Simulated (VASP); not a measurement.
A run of VASP 6.6.1:

Contents of INCAR:

```
SYSTEM = Sc
PREC = Accurate
ENCUT = 600
EDIFF = 1E-6
ISMEAR = 0
SIGMA = 0.1
LREAL = .False.
LASPH = .True.
NELM = 100
ALGO = Normal
ISIF = 3
LWAVE = .False.
LCHARG = .False.
GGA = PE
IBRION = 2
NSW = 90
EDIFFG = -0.04
```

KPOINTS

```
Automatic mesh
0
Gamma
  4 2 6
  0 0 0
```

Contents of POSCAR:

```
Sc
1.0
    4.5474980551      0.0000000000      0.0000000000
    0.0000000000      7.5389455018      0.0000000000
    0.0000000000      0.0000000000      3.3907539720
Sc
4
Direct
    0.0205000000      0.2500000000      0.6348000000
    0.9795000000      0.7500000000      0.3652000000
    0.4795000000      0.7500000000      0.1348000000
    0.5205000000      0.2500000000      0.8652000000
```

Potentials or basis: VASP PAW PBE potentials, release 64 (Sc_sv).

Run with:

```bash
$ cat potpaw_PBE.64/Sc_sv/POTCAR > POTCAR
$ mpirun -np 1 vasp_std > vasp.out
```

Hardware: 1 thread of Intel(R) Xeon(R) Platinum 8259CL CPU @ 2.50GHz (Skylake/Cascade Lake), on a shared host.

**Question.** Estimate the wall time of this run.

**Answer.** Run time: 24 min on 1 thread of Intel(R) Xeon(R) Platinum 8259CL CPU @ 2.50GHz (Skylake/Cascade Lake) (shared host), peak memory 0.28 GiB. Counts: scf iterations 290, k points 24, ion steps 37.
